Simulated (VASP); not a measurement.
Here is a VASP 6.6.1 calculation.

File INCAR:

```
PREC     = Accurate       # precision mode
ENCUT    = 600            # plane-wave cutoff, eV
EDIFF    = 1E-6           # SCF threshold, eV
ISMEAR   = -1             # smearing method
SIGMA    = 0.02           # smearing width, eV
LREAL    = False          # projectors in reciprocal space
LASPH    = True           # aspherical terms in the spheres
NELM     = 120            # most SCF steps
ALGO     = Normal         # electronic algorithm
ISIF     = 2              # what is computed and relaxed
LWAVE    = False          # write WAVECAR
LCHARG   = False          # write CHGCAR
GGA      = PE             # functional
NBANDS   = 11             # bands
GGA_COMPAT= False
```

File KPOINTS:

```
Automatic mesh
0
Gamma
  8 8 8
```

File POSCAR:

```
MgSe
1.0
    0.0000000000      2.7362693761      2.7362693761
    2.6952253354      0.0000000000      2.7362693761
    2.6952253354      2.7362693761      0.0000000000
Mg Se
1 1
Direct
    0.0000000000      0.0000000000      0.0000000000
    0.5000000000      0.5000000000      0.5000000000
```

Potentials or basis: VASP PAW PBE potentials, release 64 (Mg, Se).

The run is started by

```console
$ cat potpaw_PBE.64/Mg/POTCAR potpaw_PBE.64/Se/POTCAR > POTCAR
$ mpirun -np 1 vasp_std > vasp.out
```

Predict the band gap on the k mesh.

1.74 eV, indirect (least direct gap 2.59 eV).

Estimate the pressure.

2.2 GPa.

Stress tensor (GPa, compression positive):
```
3.16 0.00 0.00
0.00 1.67 0.00
0.00 0.00 1.67
```

Caveat: the cell differs from its parent crystal (uniaxial x strain -1.5%). A k mesh can miss the band edges.
